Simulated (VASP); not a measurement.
# Pb: relaxation of cell and atoms with PBE

The system is Pb.

```xyz
1
Lattice="-1.8484 1.8484 1.8484 1.8484 -1.8484 1.8484 1.8484 1.8484 -1.8484" Properties=species:S:1:pos:R:3 pbc="T T T"
Pb    0.0000    0.0000    0.0000
```

* Program: VASP 6.6.1
* Task: relaxation of cell and atoms
* Functional: PBE
* Potentials or basis: VASP PAW PBE potentials, release 64 (Pb_d)
* Cutoff: 600 eV
* k mesh: 15 × 15 × 15
* Occupations: fermi-dirac, width 0.1 eV
* Spin: no spin polarisation
* Target pressure: 17 GPa
* Dipole correction: no
* Further INCAR settings: ALGO = Normal; EDIFF = 1e-07; IBRION = 2; EDIFFG = -0.005; NSW = 60; ISIF = 3

The relaxed volume is 25.04 Å³/atom, the relaxed cell is a = 3.192 Å, b = 3.192 Å, c = 3.192 Å, α = 109.47°, β = 109.47°, γ = 109.47° and the space group after relaxing (to 0.05 Å) is Im-3m (No. 229). The energy change on relaxing (the enthalpy is what falls) is +23.1 meV/atom. The ionic steps are 3 and the pressure after relaxing is 17.0 GPa. The band gap on the k mesh is zero (band 7 reaches 19.19 eV, above the bottom of band 8 at 7.04 eV).

Step by step:
```tsv
step	energy change (eV)	largest force (eV/Å)	pressure (GPa)	volume (Å³)
1	0.0000	0.0000	16.04	25.26
2	0.0591	0.0000	18.50	24.71
3	0.0231	0.0000	17.00	25.04
```

Final structure:
```
Pb
1.0
    -1.84292    1.84292    1.84292
     1.84292   -1.84292    1.84292
     1.84292    1.84292   -1.84292
Pb
1
Direct
  0.00000 0.00000 0.00000
```

Levels at points of the mesh, in eV from the Fermi level:
| k point | band 3 | band 4 | band 5 | band 6 | band 7 | band 8 | band 9 | band 10 | band 11 |
| --- | --- | --- | --- | --- | --- | --- | --- | --- | --- |
| (0.00, 0.00, 0.00) | -17.40 | -16.99 | -16.99 | -13.24 | 9.52 | 9.52 | 9.52 | 11.31 | 11.31 |

Run time: 110 s on 1 thread of AMD EPYC 7R43 64-Core Processor (Zen 3), on a shared host, peak memory 0.15 GiB.

Caveat: the cell is relaxed towards a set pressure, so the enthalpy falls and the energy may rise; spin-orbit coupling is left out, which moves the levels of the heavy elements.
